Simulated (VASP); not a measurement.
Here is a VASP 6.6.1 calculation.

Contents of INCAR:

```
PREC = Accurate
ENCUT = 520
EDIFF = 1E-7
ISMEAR = -1
SIGMA = 0.1
LREAL = F
LASPH = T
NELM = 80
ALGO = Normal
ISIF = 2
LWAVE = F
LCHARG = F
GGA = PS
NBANDS = 28
```

The input KPOINTS:

```
Automatic mesh
0
Gamma
  9 9 14
```

The input POSCAR:

```
W
1.0
    4.5788619373      0.0000000000      0.0000000000
   -2.2894309686      3.9654107581      0.0000000000
    0.0000000000      0.0000000000      2.5484211086
W
3
Direct
    1.0000000000      1.0000000000      0.0000000000
    0.3333333333      0.6666666667      0.5000000000
    0.6666666667      0.3333333333      0.5000000000
```

Potentials or basis: VASP PAW PBE potentials, release 64 (W_sv).

Command:

```sh
$ cat potpaw_PBE.64/W_sv/POTCAR > POTCAR
$ mpirun -np 1 vasp_std > vasp.out
```

**Question.** What does it give for the band gap on the k mesh?

**Answer.** Zero (band 21 reaches 12.00 eV, above the bottom of band 22 at 10.98 eV).

**Question.** Estimate the pressure.

**Answer.** 14.3 GPa.

Stress tensor (GPa, compression positive):
```
14.15  0.00  0.00
 0.00 14.15  0.00
 0.00  0.00 14.52
```

Caveat: the PAW data sets were made with another functional, which shifts forces and pressure a little; spin-orbit coupling is left out, which moves the levels of the heavy elements.
